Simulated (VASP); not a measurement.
Input of a VASP 6.6.1 run:

File INCAR:

```
PREC = Accurate
ENCUT = 520
EDIFF = 1E-7
ISMEAR = 0
SIGMA = 0.15
LREAL = F
LASPH = T
NELM = 80
ALGO = Fast
ISIF = 2
LWAVE = F
LCHARG = F
GGA = PS
NBANDS = 58
```

Contents of KPOINTS:

```
Automatic mesh
0
Gamma
  8 12 8
```

File POSCAR:

```
NiGe
1.0
    5.3107947876      0.0000000000      0.0000000000
    0.0000000000      3.4400167648      0.0000000000
    0.0000000000      0.0000000000      5.7392574988
Ni Ge
4 4
Direct
    1.0047550171      0.7500000000      0.1888713156
    0.0187819495      0.2500000000      0.8111286844
    0.5187819495      0.2500000000      0.6888713156
    0.5047550171      0.7500000000      0.3111286844
    0.8116425502      0.7500000000      0.5883967035
    0.1883574498      0.2500000000      0.4116032965
    0.6883574498      0.2500000000      0.0883967035
    0.3116425502      0.7500000000      0.9116032965
```

Potentials or basis: VASP PAW PBE potentials, release 64 (Ni, Ge_d).

The run is started by

```bash
$ cat potpaw_PBE.64/Ni/POTCAR potpaw_PBE.64/Ge_d/POTCAR > POTCAR
$ mpirun -np 1 vasp_std > vasp.out
```

Task: Predict the largest force.

Result: 0.502 eV/Å.

Task: Predict the band gap on the k mesh.

Result: Zero (bands 48 and 49 overlap by 1.74 eV).

Task: What does it give for the pressure?

Result: 0.5 GPa.

Stress tensor (GPa, compression positive):
```
0.44 0.00 0.00
0.00 0.60 0.00
0.00 0.00 0.46
```

Caveat: the cell differs from its parent crystal (all Ni atoms moved +0.062 Å, as atom 1 along Cartesian [1 0 0]); the PAW data sets were made with another functional, which shifts forces and pressure a little. Spin polarisation is off, so any magnetic state and its effect on volume and gap are missing.
